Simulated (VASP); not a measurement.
Input of a VASP 6.6.1 run:

INCAR

```
PREC = Accurate
ENCUT = 520
EDIFF = 1E-6
ISMEAR = 0
SIGMA = 0.1
LREAL = False
LASPH = True
NELM = 80
ALGO = Normal
ISIF = 2
LWAVE = False
LCHARG = False
GGA = PE
NBANDS = 17
```

Contents of KPOINTS:

```
Automatic mesh
0
Gamma
  8 8 6
```

File POSCAR:

```
Pd
1.0
    1.3471061569     -4.3831544949      0.0189520564
    1.3471061569      4.3831544949      0.0189520564
   -0.0687697737      0.0000000000      2.7190085991
Pd
2
Direct
    0.8670476971      0.1329523029      0.2500000000
    0.1329523029      0.8670476971      0.7500000000
```

Potentials or basis: VASP PAW PBE potentials, release 64 (Pd).

Command:

```console
$ cat potpaw_PBE.64/Pd/POTCAR > POTCAR
$ mpirun -np 1 vasp_std > vasp.out
```

**Question.** Predict the band gap on the k mesh.

**Answer.** Zero (band 10 reaches 9.13 eV, above the bottom of band 11 at 8.17 eV).

**Question.** Estimate the pressure.

**Answer.** -0.2 GPa.

Stress tensor (GPa, compression positive):
```
-0.37  0.00  0.01
 0.00  0.07  0.00
 0.01  0.00 -0.21
```

Caveat: the k points lie up to 0.39 Å⁻¹ apart.
